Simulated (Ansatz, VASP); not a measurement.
**Two plane-wave programs on SiC**

```
CELL_PARAMETERS angstrom
3.07756 0.00000 0.00000
-1.53878 2.66524 0.00000
0.00000 0.00000 10.07672
ATOMIC_POSITIONS crystal
Si 0.00000 0.00000 0.99986
Si 0.33333 0.66667 0.24991
Si 0.00000 0.00000 0.49986
Si 0.66667 0.33333 0.74991
C 0.00000 0.00000 0.18728
C 0.33333 0.66667 0.43795
C 0.00000 0.00000 0.68728
C 0.66667 0.33333 0.93795
```

Alike in both runs: task single point; functional HSE06; k mesh 6 × 6 × 2; no spin polarisation.

```csv
,VASP,Ansatz
version,VASP 6.6.1,Ansatz 0.2.0
potentials or method,"VASP PAW PBE potentials, release 64 (Si, C)","plane waves, PAW"
plane-wave cutoff (eV),520,420
occupations,"gaussian, width 0.01 eV",fixed
valence electrons in the cell,32,32
```

Ansatz gave:

| Quantity | Value |
| --- | --- |
| gap on the k mesh at the Fermi level (eV) | 3.14 |
| pressure (GPa) | -1.2 |
| traceless stress, the component that is largest in VASP (GPa) | -0.22 |
| rms of the force components (eV/Å) | 0.007 |

Task: Estimate VASP's values.

Result: gap on the k mesh at the Fermi level (eV): 3.14; pressure (GPa): -1.5; traceless stress, the component that is largest in VASP (GPa): -0.20; rms of the force components (eV/Å): 0.006.

Atom by atom the forces differ by 0.001 eV/Å (rms over components). Ansatz's warnings: stress exchange threshold loose, stress scf threshold loose.
